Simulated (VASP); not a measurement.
# Mn (I4/mmm) in VASP: single point with PBEsol

Aim: the single point of Mn with PBEsol.

Program: VASP 6.6.1. These are calculated values, not measurements. Logs are shortened: lines on timing, memory, paths and dates and some standing lists are left out, and cuts for length are marked.

**1. The cell of the first run**

The structure is tetragonal, space group I4/mmm (No. 139). The conventional cell has a = 2.507 Å, b = 2.507 Å, c = 3.482 Å, α = 90.00°, β = 90.00°, γ = 90.00°. Mn (site symmetry 4/mmm) has 12 Mn at 2.48 to 2.51 Å within 3.3 Å.

**2. Single point, PBEsol, collinear spin, antiferromagnetic start (10.95 Å³/atom)**

File INCAR:

```
SYSTEM = Mn
PREC = Accurate ; ENCUT = 500
EDIFF = 1E-6 ; ISMEAR = -1
SIGMA = 0.05 ; LREAL = .False.
LASPH = .True. ; NELM = 200
ALGO = Normal ; ISIF = 2
LWAVE = .False. ; LCHARG = .False.
ISPIN = 2 ; MAGMOM = 0.918 -0.918
LORBIT = 11 ; LMAXMIX = 4
GGA = PS ; NBANDS = 24
GGA_COMPAT = .False.
```

File KPOINTS:

```
Automatic mesh
0
Gamma
  14 14 10
  0 0 0
```

File POSCAR:

```
Mn
1.0
    2.5073525036      0.0000000000      0.0000000000
    0.0000000000      2.5073525036      0.0000000000
    0.0000000000      0.0000000000      3.4820486630
Mn
2
Direct
    0.0000000000      0.0000000000      0.0000000000
    0.5000000000      0.5000000000      0.5000000000
```

Potentials or basis: VASP PAW PBE potentials, release 64 (Mn_pv).

On the command line:

```
$ cat potpaw_PBE.64/Mn_pv/POTCAR > POTCAR
$ mpirun -np 1 vasp_std > vasp.out
```

OUTCAR:

```text
SYSTEM = Mn
   PREC = Accurate
   ENCUT = 500
   EDIFF = 1E-6
   ISMEAR = -1
   LREAL = .False.
   LASPH = .True.
   NELM = 200
   ISIF = 2
   ISPIN = 2
   LORBIT = 11
   GGA = PS

 ion  position               nearest neighbor table
   1  0.000  0.000  0.000-   2 2.48   2 2.48   2 2.48   2 2.48   2 2.48   2 2.48   2 2.48   2 2.48

   2  0.500  0.500  0.500-   1 2.48   1 2.48   1 2.48   1 2.48   1 2.48   1 2.48   1 2.48   1 2.48

  LATTYP: Found a simple tetragonal cell.
 ALAT       =     2.5073525036
 C/A-ratio  =     1.3887351930

  Lattice vectors:

 A1 = (   2.5073525036,   0.0000000000,   0.0000000000)
 A2 = (   0.0000000000,   2.5073525036,   0.0000000000)
 A3 = (   0.0000000000,   0.0000000000,   3.4820486630)

Analysis of symmetry for initial positions (statically):
=====================================================================
 Subroutine PRICEL returns following result:

  LATTYP: Found a body centered tetragonal cell.
 ALAT       =     2.5073525036
 C/A-ratio  =     1.3887351930

  Lattice vectors:

 A1 = (  -1.2536762518,  -1.2536762518,  -1.7410243315)
 A2 = (   1.2536762518,   1.2536762518,  -1.7410243315)
 A3 = (   1.2536762518,  -1.2536762518,   1.7410243315)

   2 primitive cells build up your supercell.

 Routine SETGRP: Setting up the symmetry group for a
 simple tetragonal supercell.

 Subroutine GETGRP returns: Found 16 space group operations
 (whereof 16 operations were pure point group operations)
 out of a pool of 16 trial point group operations.

The static configuration has the point symmetry D_4h.

Analysis of symmetry for dynamics (positions and initial velocities):
=====================================================================
 Subroutine PRICEL returns following result:

  LATTYP: Found a body centered tetragonal cell.
 ALAT       =     2.5073525036
 C/A-ratio  =     1.3887351930

  Lattice vectors:

 A1 = (  -1.2536762518,  -1.2536762518,  -1.7410243315)
 A2 = (   1.2536762518,   1.2536762518,  -1.7410243315)
 A3 = (   1.2536762518,  -1.2536762518,   1.7410243315)

   2 primitive cells build up your supercell.

 Routine SETGRP: Setting up the symmetry group for a
 simple tetragonal supercell.

 Subroutine GETGRP returns: Found 16 space group operations
 (whereof 16 operations were pure point group operations)
 out of a pool of 16 trial point group operations.

The dynamic configuration has the point symmetry D_4h.

Analysis of structural, dynamic, and magnetic symmetry:
=====================================================================
 Subroutine PRICEL returns following result:

  LATTYP: Found a body centered tetragonal cell.
 ALAT       =     2.5073525036
 C/A-ratio  =     1.3887351930

  Lattice vectors:

 A1 = (  -1.2536762518,  -1.2536762518,  -1.7410243315)
 A2 = (   1.2536762518,   1.2536762518,  -1.7410243315)
 A3 = (   1.2536762518,  -1.2536762518,   1.7410243315)

   2 primitive cells build up your supercell.

 Routine SETGRP: Setting up the symmetry group for a
 simple tetragonal supercell.

 Subroutine GETGRP returns: Found 16 space group operations
 (whereof 16 operations were pure point group operations)
 out of a pool of 16 trial point group operations.

The overall configuration has the point symmetry D_4h.

 Subroutine INISYM returns: Found 16 space group operations
 (whereof 16 operations are pure point group operations),
 and found     2 'primitive' translations

----------------------------------------------------------------------------------------

                                     Primitive cell

  volume of cell :      10.9455

  direct lattice vectors                    reciprocal lattice vectors
    -1.253676252 -1.253676252 -1.741024332     0.000000000 -0.398827049 -0.287187256
     1.253676252  1.253676252 -1.741024331     0.398827049  0.000000000 -0.287187256
     1.253676252 -1.253676252  1.741024332     0.398827049 -0.398827049  0.000000000

  length of vectors
     2.484869013  2.484869013  2.484869013     0.491466718  0.491466718  0.564026622

  position of ions in fractional coordinates (direct lattice)
     0.000000000  0.000000000  0.000000000

  ion indices of the primitive-cell ions
   primitive index   ion index
                 1           1

----------------------------------------------------------------------------------------

 KPOINTS: Automatic mesh

Automatic generation of k-mesh.
 Grid dimensions read from file:
 generate k-points for:   14   14   10

 Generating k-lattice:

  Cartesian coordinates                     Fractional coordinates (reciprocal lattice)
     0.028487646  0.000000000  0.000000000     0.071428571  0.000000000  0.000000000
     0.000000000  0.028487646  0.000000000     0.000000000  0.071428571  0.000000000
     0.000000000  0.000000000  0.028718726     0.000000000  0.000000000  0.100000000

  Length of vectors
     0.028487646  0.028487646  0.028718726

  Shift w.r.t. Gamma in fractional coordinates (k-lattice)
     0.000000000  0.000000000  0.000000000

 Subroutine IBZKPT returns following result:
 ===========================================

 Found    216 irreducible k-points:

 Following reciprocal coordinates:
            Coordinates               Weight
  0.000000  0.000000  0.000000      1.000000
  0.071429  0.000000  0.000000      4.000000
  0.142857  0.000000  0.000000      4.000000
  0.214286  0.000000  0.000000      4.000000
  0.285714  0.000000  0.000000      4.000000
  0.357143  0.000000  0.000000      4.000000
[... 16 lines left out ...]
  0.285714  0.214286  0.000000      8.000000
  0.357143  0.214286  0.000000      8.000000
 [... further k-points ...]
   k-points           NKPTS =    216   k-points in BZ     NKDIM =    216   number of bands    NBANDS=     24
   number of dos      NEDOS =    301   number of ions     NIONS =      2
   total plane-waves  NPLWV =   9072
   dimension x,y,z NGX =    18 NGY =   18 NGZ =   28
   dimension x,y,z NGXF=    36 NGYF=   36 NGZF=   56
   ions per type =               2
   NGX,Y,Z   is equivalent  to a cutoff of  11.93, 11.93, 13.37 a.u.
   NGXF,Y,Z  is equivalent  to a cutoff of  23.87, 23.87, 26.74 a.u.
 SYSTEM =  Mn
   PREC   = accura    normal or accurate (medium, high low for compatibility)
   ISTART =      0    job   : 0-new  1-cont  2-samecut
   ICHARG =      2    charge: 1-file 2-atom 10-const
   ISPIN  =      2    spin polarized calculation?
   LNONCOLLINEAR =      F non collinear calculations
   LSORBIT =      F    spin-orbit coupling
   LASPH  =      T    aspherical Exc in radial PAW
   ENCUT  =  500.0 eV  36.75 Ry    6.06 a.u.   4.57  4.57  6.35*2*pi/ulx,y,z
   NELM   =    200;   NELMIN=  2; NELMDL= -5     # of ELM steps
   EDIFF  = 0.1E-05   stopping-criterion for ELM
   LREAL  =      F    real-space projection
   EDIFFG = 0.1E-04   stopping-criterion for IOM
   NSW    =      0    number of steps for IOM
   IBRION =     -1    ionic relax: 0-MD 1-quasi-New 2-CG
   NFREE  =      0    steps in history (QN), initial steepest desc. (CG)
   ISIF   =      2    stress and relaxation
   ISYM   =      2    0-nonsym 1-usesym 2-fastsym
   POTIM  = 0.5000    time-step for ionic-motion
   TEBEG  =    0.0;   TEEND  =   0.0 temperature during run
   PSTRESS=    0.0 pullay stress
   NELECT =      26.0000    total number of electrons
   NUPDOWN=      -1.0000    fix difference up-down
   EMIN   =  10.00;   EMAX   =-10.00  energy-range for DOS
   EFERMI =   0.00;   METHOD = LEGACY
   ISMEAR =    -1;   SIGMA  =   0.05  broadening in eV -4-tet -1-fermi 0-gaus
   EFERMI_NEDOS =   21; number of points for ismear=-14 and -15
   IALGO  =     38    algorithm
   IMIX   =      4    mixing-type and parameters
     AMIX     =   0.40;   BMIX     =  1.00
     AMIX_MAG =   1.60;   BMIX_MAG =  1.00
  volume/ion in A,a.u.               =      10.95        73.86
  Fermi-wavevector in a.u.,A,eV,Ry     =   1.733714  3.276244 40.895896  3.005764
  Thomas-Fermi vector in A             =   2.807648
   LORBIT       =     11    0 simple, 1 ext, 2 COOP (PROOUT), +10 PAW based schemes
   GGA     = PS    functional components
   LHFCALC =     F    Hartree Fock is set to
   AEXX    =    0.0000 exact exchange contribution
   IVDW    =     0    specifies the selected vdW correction
   LEPSILON=     F    determine dielectric tensor
   LRPA    =     F    only Hartree local field effects (RPA)
 spin polarized calculation
  energy-cutoff  :      500.00
  volume of cell :       21.89
 maximum number of plane-waves:       584
   NGX =  9   NGY =  9   NGZ = 13

 number of electron      25.9999948 magnetization      -0.0000000

 number of electron      25.9999948 magnetization       0.0000000

 Free energy of the ion-electron system (eV)
  ---------------------------------------------------
  ext. energy  EPLUGINS =         0.00000000
  ---------------------------------------------------
  free energy    TOTEN  =       -19.35429870 eV

  energy without entropy =      -19.32995433  energy(sigma->0) =      -19.34212651

 E-fermi :  10.0602     XC(G=0): -14.0586

 val. band max:       10.0592173868   @ k =   0.2143   0.1429   0.5000
 cond. band min:      10.0629381960   @ k =   0.5000   0.5000   0.4000
 fundamental gap:      0.0037208092
 Fermi energy:        10.0601943870

 spin component 1

 k-point     1 :       0.0000    0.0000    0.0000
  band No.  band energies     occupation
      1     -38.4849      1.00000
      2     -38.1413      1.00000
      3     -38.1413      1.00000
      4     -36.8529      1.00000
      5     -36.6966      1.00000
      6     -36.6966      1.00000
[... 16 lines left out ...]
     23      31.5667      0.00000
     24      35.7991      0.00000

 k-point     2 :       0.0714    0.0000    0.0000
  band No.  band energies     occupation
      1     -38.4797      1.00000
      2     -38.1588      1.00000
      3     -38.1392      1.00000
      4     -36.8546      1.00000
      5     -36.7164      1.00000
      6     -36.6957      1.00000
[... 16 lines left out ...]
     23      31.9988      0.00000
     24      35.6522      0.00000
[... 565 lines left out ...]
     23      30.0922      0.00000
     24      31.1412      0.00000

 k-point    24 :       0.3571    0.2143    0.0000
  band No.  band energies     occupation
      1     -38.4169      1.00000
      2     -38.3766      1.00000
      3     -38.2539      1.00000
      4     -36.9876      1.00000
      5     -36.8728      1.00000
      6     -36.8149      1.00000
[... 16 lines left out ...]
     23      28.2216      0.00000
     24      30.0240      0.00000

 [... further k-points ...]

 spin component 2

 k-point     1 :       0.0000    0.0000    0.0000
  band No.  band energies     occupation
      1     -38.4849      1.00000
      2     -38.1413      1.00000
      3     -38.1413      1.00000
      4     -36.8529      1.00000
      5     -36.6966      1.00000
      6     -36.6966      1.00000
[... 16 lines left out ...]
     23      31.5667      0.00000
     24      35.7991      0.00000

 k-point     2 :       0.0714    0.0000    0.0000
  band No.  band energies     occupation
      1     -38.4797      1.00000
      2     -38.1588      1.00000
      3     -38.1392      1.00000
      4     -36.8546      1.00000
      5     -36.7164      1.00000
      6     -36.6957      1.00000
[... 16 lines left out ...]
     23      31.9988      0.00000
     24      35.6522      0.00000
[... 565 lines left out ...]
     23      30.0922      0.00000
     24      31.1412      0.00000

 k-point    24 :       0.3571    0.2143    0.0000
  band No.  band energies     occupation
      1     -38.4169      1.00000
      2     -38.3766      1.00000
      3     -38.2539      1.00000
      4     -36.9876      1.00000
      5     -36.8728      1.00000
      6     -36.8149      1.00000
[... 16 lines left out ...]
     23      28.2216      0.00000
     24      30.0240      0.00000

 [... further k-points ...]
[... 5 lines left out ...]
  --------------------------------------------------------------------------------------
  -------------------------------------------------------------------------------------
  Total       -0.6757156     -0.6757156     -1.0439913      0.0000000      0.0000000      0.0000000
  in kB      -49.4548532    -49.4548532    -76.4085306      0.0000000      0.0000000      0.0000000
  external PRESSURE =     -58.4394124 kB  Pullay stress =       0.0000000 kB

 VOLUME and BASIS-vectors are now :
 -----------------------------------------------------------------------------
  energy-cutoff  :      500.00
  volume of cell :       21.89
      direct lattice vectors                 reciprocal lattice vectors
     2.507352504  0.000000000  0.000000000     0.398827049  0.000000000  0.000000000
     0.000000000  2.507352504  0.000000000     0.000000000  0.398827049  0.000000000
     0.000000000  0.000000000  3.482048663     0.000000000  0.000000000  0.287187256

 POSITION                                       TOTAL-FORCE (eV/Angst)
 -----------------------------------------------------------------------------------
      0.00000      0.00000      0.00000        -0.000000     -0.000000      0.000000
      1.25368      1.25368      1.74102         0.000000      0.000000     -0.000000
 -----------------------------------------------------------------------------------
    total drift:                                0.000000     -0.000000     -0.000000

  FREE ENERGIE OF THE ION-ELECTRON SYSTEM (eV)
  ---------------------------------------------------
  free  energy   TOTEN  =       -19.3542986961 eV

  energy  without entropy=      -19.3299543253  energy(sigma->0) =      -19.34212651

 total charge

# of ion       s       p       d       tot
------------------------------------------
    1        0.426   6.401   5.128  11.954
    2        0.426   6.401   5.128  11.954
--------------------------------------------------
tot          0.851  12.801  10.256  23.909

 magnetization (x)

# of ion       s       p       d       tot
------------------------------------------
    1        0.017   0.023   1.344   1.383
    2       -0.017  -0.023  -1.344  -1.383
--------------------------------------------------
tot          0.000   0.000   0.000   0.000
```

Wall time 5.3 min (1 thread of Oxide Virtual Turin-like, shared host); peak memory 0.21 GiB.

Results:

```
Free energy                                           : -19.3543 eV
Pressure                                              : -5.8 GPa
Band gap on the k mesh                                : zero (filled and empty bands overlap)
Net moment                                            : 0.00 μB per cell
Site moments                                          : Mn +1.38, -1.38 μB
Valence electrons inside the program's atomic spheres : Mn 11.95
```

Stress tensor (GPa, compression positive):
```
-4.95  0.00  0.00
 0.00 -4.95  0.00
 0.00  0.00 -7.64
```

Levels at points of the mesh, in eV from the Fermi level:
Spin up:
```tsv
k point	band 10	band 11	band 12	band 13	band 14	band 15	band 16	band 17
(0.00, 0.00, 0.00)	-1.19	-1.19	-0.82	0.18	0.76	2.22	2.25	2.25
(0.50, 0.00, 0.00)	-2.33	-1.51	-1.26	-0.85	-0.09	0.65	1.24	3.03
(0.50, 0.50, 0.00)	-3.78	1.45	1.52	2.13	2.22	2.22	2.61	3.32
(0.00, 0.00, 0.50)	-2.00	-0.91	-0.41	-0.41	0.28	0.36	0.86	0.86
(0.50, 0.00, 0.50)	-1.51	-1.18	-0.61	0.44	0.54	1.43	1.95	2.07
(0.50, 0.50, 0.50)	-2.54	-1.63	-1.63	-0.25	1.15	1.52	2.62	9.74
```
Spin down:
```tsv
k point	band 11	band 12	band 13	band 14	band 15	band 16
(0.00, 0.00, 0.00)	-1.19	-0.82	0.18	0.76	2.22	2.25
(0.50, 0.00, 0.00)	-1.51	-1.26	-0.85	-0.09	0.65	1.24
(0.50, 0.50, 0.00)	1.45	1.52	2.13	2.22	2.22	2.61
(0.00, 0.00, 0.50)	-0.91	-0.41	-0.41	0.28	0.36	0.86
(0.50, 0.00, 0.50)	-1.18	-0.61	0.44	0.54	1.43	1.95
(0.50, 0.50, 0.50)	-1.63	-1.63	-0.25	1.15	1.52	2.62
```

Caveat: the cell stands under tension; the antiferromagnetic order is the one typed at the start, and another may lie lower; the PAW data sets were made with another functional, which shifts forces and pressure a little.
